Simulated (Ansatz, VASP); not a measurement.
**Two plane-wave programs on Cr2O3**

```
CELL_PARAMETERS angstrom
2.43225 1.40426 4.45167
-2.43225 1.40426 4.45167
0.00000 -2.80852 4.45167
ATOMIC_POSITIONS crystal
Cr 0.34720 0.34720 0.34720
Cr 0.15280 0.15280 0.15280
Cr 0.65280 0.65280 0.65280
Cr 0.84720 0.84720 0.84720
O 0.55860 0.94140 0.25000
O 0.25000 0.55860 0.94140
O 0.94140 0.25000 0.55860
O 0.44140 0.05860 0.75000
O 0.75000 0.44140 0.05860
O 0.05860 0.75000 0.44140
```

Alike in both runs: task single point; functional r2SCAN; k mesh 4 × 4 × 4; occupations gaussian, width 0.03 eV; collinear spin.

|  | VASP | Ansatz |
| --- | --- | --- |
| version | VASP 6.6.1 | Ansatz 0.2.0 |
| potentials or method | VASP PAW PBE potentials, release 64 (Cr_pv, O), cutoff 520 eV | PAW, plane waves, scalar-relativistic |
| valence electrons in the cell | 84 | 92 |

|  | VASP | Ansatz | Ansatz less VASP |
| --- | --- | --- | --- |
| pressure (GPa) | 19.8 | 18.4 | -1.40 |
| traceless stress, the component that is largest in VASP (GPa) | 0.08 | 0.06 | -0.019 |
| rms of the force components (eV/Å) | 0.284 | 0.279 | -0.0051 |
| net moment per atom (μB) | 1.20 | 1.20 | 0.000 |
| size of the moment on the site where the two differ most (μB) | 2.89 | 2.40 | -0.492 |

VASP's potentials were made for PBE, not for r2SCAN. Site moments also hang on the region over which each program counts them. Atom by atom the forces differ by 0.015 eV/Å (rms over components). VASP's potentials hold 84 valence electrons a cell and Ansatz's 92, so a difference there can come from the potentials and not from the codes. Ansatz's warnings: stability check not made.
